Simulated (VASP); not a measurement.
A run of VASP 6.6.1 is set up as follows.

The input INCAR:

```
  PREC = Accurate
  ENCUT = 520
  EDIFF = 1E-6
  ISMEAR = 0
  SIGMA = 0.05
  LREAL = False
  LASPH = True
  NELM = 150
  ALGO = Fast
  ISIF = 2
  LWAVE = False
  LCHARG = True
  ISPIN = 2
  MAGMOM = 7 7
  LORBIT = 11
  LMAXMIX = 6
  GGA = PE
  LELF = True
  LVHAR = True
  NBANDS = 28
```

Contents of KPOINTS:

```
regular mesh
0
Gamma
  8 8 8
```

Contents of POSCAR:

```
Eu
1.0
    4.3820846932      0.0000000000      0.0000000000
    0.0000000000      4.3820846932      0.0000000000
    0.0000000000      0.0000000000      4.3820846932
Eu
2
Direct
    0.0000000000      0.0000000000      0.0000000000
    0.5000000000      0.5000000000      0.5000000000
```

Potentials or basis: VASP PAW PBE potentials, release 64 (Eu).

The run is started by

```console
$ cat potpaw_PBE.64/Eu/POTCAR > POTCAR
$ mpirun -np 1 vasp_std > vasp.out
```

(1) Predict the site moments.

(2) Predict the pressure.

(3) Predict the net moment.

Answers

(1) Eu +6.66 μB.

(2) -0.3 GPa.

(3) 14.48 μB per cell.
